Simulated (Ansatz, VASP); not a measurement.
# ZrC in VASP and in Ansatz

```
Zr C
1.0
     0.00000    2.16219    2.25620
     2.16219    0.00000    2.25620
     2.16219    2.16219    0.00000
Zr C
1 1
Cartesian
  2.1622 2.1622 2.2562
  0.0000 0.0000 0.0000
```

Change from the starting cell: strain -0.080 along x and y, -0.040 along z, atoms carried along.

Alike in both runs: task single point; functional PBE; k mesh 18 × 18 × 18; occupations gaussian, width 0.15 eV; no spin polarisation.

```csv
,VASP,Ansatz
version,VASP 6.6.1,Ansatz 0.2.0
potentials or method,"VASP PAW PBE potentials, release 64 (Zr_sv, C), cutoff 520 eV","scalar-relativistic, plane waves, PAW"
valence electrons in the cell,16,16
```

|  | VASP | Ansatz | Ansatz less VASP |
| --- | --- | --- | --- |
| gap on the k mesh at the Fermi level (eV) | none | none | - |
| pressure (GPa) | 73.8 | 73.4 | -0.36 |
| traceless stress, the component that is largest in VASP (GPa) | -21.97 | -21.92 | +0.042 |

A gap of «none» marks a metal or a gap that the smearing closes. Both programs put the cell under a high pressure, so it lies far from rest at this level. With one functional, cell and mesh, what is left measures potentials, basis and numerics.

Noted on VASP's run: the cell as given lies far from equilibrium.
